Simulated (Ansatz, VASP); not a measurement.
**Two plane-wave programs on C4F**

```
C F
1.0
     2.72075   -3.93051    0.00000
     2.72075    3.93051    0.00000
     0.00000    0.00000    2.37102
C F
4 1
Direct
  0.82139 0.82139 0.50000
  0.89841 0.10159 0.00000
  0.10159 0.89841 0.00000
  0.17861 0.17861 0.50000
  0.50000 0.50000 0.50000
```

Change from the starting cell: species swapped into the FeCl4 type (Cmmm, No. 65).

Alike in both runs: task single point; functional PBE; dispersion D3(BJ); k mesh 4 × 4 × 8; occupations gaussian, width 0.1 eV; collinear spin.

|  | VASP | Ansatz |
| --- | --- | --- |
| version | VASP 6.6.1 | Ansatz 0.2.0 |
| potentials or method | VASP PAW PBE potentials, release 64 (C, F), cutoff 520 eV | scalar-relativistic, plane waves, PAW |
| valence electrons in the cell | 23 | 23 |

Ansatz gave:

- gap on the k mesh at the Fermi level (eV): none
- pressure (GPa): -1.4
- traceless stress, the component that is largest in VASP (GPa): -9.46
- rms of the force components (eV/Å): 0.319
- net moment per atom (μB): 0.00

Q: Estimate VASP's values.

A: gap on the k mesh at the Fermi level (eV): none; pressure (GPa): -1.2; traceless stress, the component that is largest in VASP (GPa): -9.43; rms of the force components (eV/Å): 0.325; net moment per atom (μB): 0.00.

Atom by atom the forces differ by 0.029 eV/Å (rms over components). A gap of «none» marks a metal or a gap that the smearing closes. Ansatz's warnings: seeded moment not kept.
